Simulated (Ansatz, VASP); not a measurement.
**LaReGe in VASP and in Ansatz**

Contents of POSCAR:

```
LaReGe
1.0
    0.0000000000      4.3959100000      0.0000000000
    4.3959100000      0.0000000000      0.0000000000
    2.1979550000      2.1979550000     -7.5164390000
La Ge Re
2 2 2
Direct
    0.0000000000      0.0000000000      0.0000000000
    0.7500000000      0.2500000000      0.5000000000
    0.4160000000      0.4160000000      0.1680000000
    0.1660000000      0.6660000000      0.6680000000
    0.5823000000      0.5823000000      0.8354000000
    0.3323000000      0.8323000000      0.3354000000
```

The input INCAR.step1:

```
SYSTEM = LaReGe
ALGO = Normal ; EDIFF = 1E-4
ENCUT = 520 ; GGA = PE
ISMEAR = 0 ; LASPH = .TRUE.
LCHARG = .FALSE. ; LREAL = .FALSE.
LWAVE = .TRUE. ; NBANDS = 41
NELM = 80 ; PREC = Accurate
SIGMA = 0.0284
```

Contents of INCAR.step2:

```
SYSTEM = LaReGe
ALGO = Normal ; EDIFF = 1E-7
ENCUT = 520 ; ISIF = 2
ISMEAR = 0 ; ISTART = 1
LASPH = .TRUE. ; LCHARG = .FALSE.
LMIXTAU = .TRUE. ; LREAL = .FALSE.
LWAVE = .FALSE. ; METAGGA = R2SCAN
NBANDS = 41 ; NELM = 80
PREC = Accurate ; SIGMA = 0.0284
```

The input KPOINTS:

```
k-points
0
G
  6 6 6
  0 0 0
```

Input for Ansatz:

```yaml
crystal:
  lattice:
    - [0.0, 4.39591, 0.0]
    - [4.39591, 0.0, 0.0]
    - [2.197955, 2.197955, -7.516439]
  atoms:
    - { symbol: La, position: [0.0, 0.0, 0.0] }
    - { symbol: La, position: [0.75, 0.25, 0.5] }
    - { symbol: Ge, position: [0.416, 0.416, 0.168] }
    - { symbol: Ge, position: [0.166, 0.666, 0.668] }
    - { symbol: Re, position: [0.5823, 0.5823, 0.8354] }
    - { symbol: Re, position: [0.3323, 0.8323, 0.3354] }
  symmetry: { tolerance: 0.0003 }
kpoints:
  mp_grid: { grid: [6, 6, 6], shift: [0, 0, 0] }
  band_path:
    path:
      - [0.0, 0.0, 0.0]
      - [0.5, 0.5, 0.5]
      - [0.5, 0.5, 0.75]
      - [0.5, 0.0, 0.5]
      - [0.0, 0.0, 0.0]
      - [0.0, 0.0, 0.5]
      - [0.45724535, 0.0, 0.72862268]
      - [0.54275465, 0.0, 0.27137732]
      - [0.0, 0.0, 0.0]
      - [0.5, 0.5, 0.5]
      - [0.54275465, 0.45724535, 0.5]
    npoints: 6
magnetization:
  spin_polarized: false
scf:
  occupations: { method: gaussian, width: 0.0284 }
  lower_state_search: "off"
  max_iter: 200
hamiltonian:
  pseudopotentials: { kind: paw }
  xc: r2scan
basis:
  ecutwfc: 500
  fft_grid_basis: typed
output:
  forces: true
  stress: true
  eigenvalues: true
  bader: true
  populations: true
  elf: true
  write_potential: true
  volumetric_format: npy
  dos:
    e_range: [-12, 8]
    de: 0.05
    projected: { site_lists: { Ge: [Ge], La: [La], Re: [Re] } }
checkpoint:
  read: saved_state
```

Alike in both runs: task single point; functional r2SCAN; k mesh 6 × 6 × 6; occupations gaussian, width 0.0284 eV; no spin polarisation.

|  | VASP | Ansatz |
| --- | --- | --- |
| version | VASP 6.6.1 | Ansatz 0.2.0 |
| potentials or method | VASP PAW PBE potentials, release 64 (La, Ge_d, Re), cutoff 520 eV | PAW plane waves |
| valence electrons in the cell | 64 | 80 |

Ansatz gave:

```
pressure (GPa)                                                : -5.4
traceless stress, the component that is largest in VASP (GPa) : -0.69
rms of the force components (eV/Å)                            : 0.115
```

What did VASP give for the same quantities?

Pressure (GPa): -5.5; traceless stress, the component that is largest in VASP (GPa): -0.58; rms of the force components (eV/Å): 0.119.

VASP's potentials were made for PBE, not for r2SCAN. Atom by atom the forces differ by 0.004 eV/Å (rms over components). VASP's potentials hold 64 valence electrons a cell and Ansatz's 80, so a difference there can come from the potentials and not from the codes.

Neither program's run includes spin-orbit coupling.
